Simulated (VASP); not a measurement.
Wanted: the native input for a VASP 6.6.1 run.

```yaml
Task: single point
Functional: PBE
Potentials_or_basis: VASP PAW PBE potentials, release 64 (Ga_d, P)
Cutoff: 520 eV
k_mesh: 8 × 8 × 8
Occupations: gaussian, width 0.05 eV
Spin: no spin polarisation
Dipole_correction: no
Further_INCAR_settings: ALGO = Normal; EDIFF = 1e-06; NBANDS = 16
```

The structure of GaP lies in POSCAR:

```
GaP
1.0
    0.0000000000      2.6162400000      2.7252500000
    2.6162400000      0.0000000000      2.7252500000
    2.6162400000      2.6162400000      0.0000000000
Ga P
1 1
Direct
    0.0000000000      0.0000000000      0.0000000000
    0.7500000000      0.7500000000      0.7500000000
```

This cell differs from its parent crystal: strain -0.040 along x and y, +0.000 along z.

One way to write it, as run:

INCAR

```
SYSTEM = GaP
  PREC = Accurate
  ENCUT = 520
  EDIFF = 1E-6
  ISMEAR = 0
  SIGMA = 0.05
  LREAL = .False.
  LASPH = .True.
  NELM = 100
  ALGO = Normal
  ISIF = 2
  LWAVE = .False.
  LCHARG = .True.
  GGA = PE
  LELF = .True.
  LVHAR = .True.
  NBANDS = 16
```

KPOINTS

```
Automatic mesh
0
Gamma
  8 8 8
  0 0 0
```

Potentials or basis: VASP PAW PBE potentials, release 64 (Ga_d, P).

Command:

```sh
$ cat potpaw_PBE.64/Ga_d/POTCAR potpaw_PBE.64/P/POTCAR > POTCAR
$ mpirun -np 1 vasp_std > vasp.out
```

Results of the run:

```yaml
Pressure: 10.9 GPa
Band_gap_on_the_k_mesh: 1.28 eV, indirect (least direct gap 2.42 eV)
```

Caveat: the cell differs from its parent crystal (strain -0.040 along x and y, +0.000 along z).

Wall time 23 s on 1 thread of AMD EPYC 7R13 Processor (Zen 3), on a shared host, peak memory 0.14 GiB.
